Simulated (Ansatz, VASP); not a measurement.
Two plane-wave programs on ZnSe

```
Zn Se
1.0
     0.00000    2.83244    2.83244
     2.83244    0.00000    2.83244
     2.83244    2.83244    0.00000
Zn Se
1 1
Direct
  0.00000 0.00000 0.00000
  0.75000 0.75000 0.75000
```

Alike in both runs: task single point; functional PBE; k mesh 6 × 6 × 6; occupations gaussian, width 0.1 eV; no spin polarisation.

```csv
,VASP,Ansatz
version,VASP 6.6.1,Ansatz 0.2.0
potentials or method,"VASP PAW PBE potentials, release 64 (Zn, Se), cutoff 500 eV","scalar-relativistic, plane waves, PAW"
valence electrons in the cell,18,28
```

```csv
,VASP,Ansatz,Ansatz less VASP
gap on the k mesh at the Fermi level (eV),1.29,1.29,-0.002
least direct gap on the mesh (eV),1.29,1.29,-0.002
pressure (GPa),2.5,2.2,-0.24
```

With one functional, cell and mesh, what is left measures potentials, basis and numerics. VASP's potentials hold 18 valence electrons a cell and Ansatz's 28, so a difference there can come from the potentials and not from the codes.
